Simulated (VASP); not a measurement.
A run of VASP 6.6.1 is set up as follows.

Contents of INCAR:

```
ALGO     = Normal         # electronic algorithm
DIPOL    = 0.5 0.5 0.500
EDIFF    = 1E-6           # SCF threshold, eV
ENCUT    = 520            # plane-wave cutoff, eV
GGA      = PS             # functional
IDIPOL   = 3            
ISIF     = 2              # what is computed and relaxed
ISMEAR   = 0              # smearing method
LASPH    = T              # aspherical terms in the spheres
LCHARG   = F              # write CHGCAR
LDIPOL   = T            
LREAL    = F              # projectors in reciprocal space
LWAVE    = F              # write WAVECAR
NBANDS   = 36             # bands
NELM     = 80             # most SCF steps
PREC     = Accurate       # precision mode
SIGMA    = 0.1            # smearing width, eV
```

The input KPOINTS:

```
k-points
0
Gamma
  9 9 1
```

The input POSCAR:

```
HgTe
1.0
    4.6045184592      0.0000000000      0.0000000000
   -2.3022592296      3.9876299579      0.0000000000
    0.0000000000      0.0000000000     23.4590405523
Te Hg
3 3
Direct
    0.0000000000      0.0000000000      0.3226202145
    0.3333333333      0.6666666667      0.4851204857
    0.6666666667      0.3333333333      0.6486777604
    0.3333333333      0.6666666667      0.3568407887
    0.6666666667      0.3333333333      0.5185677804
    0.0000000000      0.0000000000      0.6681729703
```

Potentials or basis: VASP PAW PBE potentials, release 64 (Te, Hg).

Launch:

```sh
$ cat potpaw_PBE.64/Te/POTCAR potpaw_PBE.64/Hg/POTCAR > POTCAR
$ mpirun -np 1 vasp_std > vasp.out
```

Problem. Estimate the band gap on the k mesh.

Solution. Zero (band 27 reaches -0.80 eV, above the bottom of band 28 at -0.97 eV).

Problem. Predict the largest force.

Solution. 0.017 eV/Å.

Forces on the atoms (eV/Å):
```
Te   0.000  0.000 -0.017
Te   0.000  0.000 -0.010
Te   0.000  0.000 -0.007
Hg   0.000  0.000  0.007
Hg   0.000  0.000  0.013
Hg   0.000  0.000  0.015
```

Caveat: the PAW data sets were made with another functional, which shifts forces and pressure a little; spin-orbit coupling is left out, which moves the levels of the heavy elements.
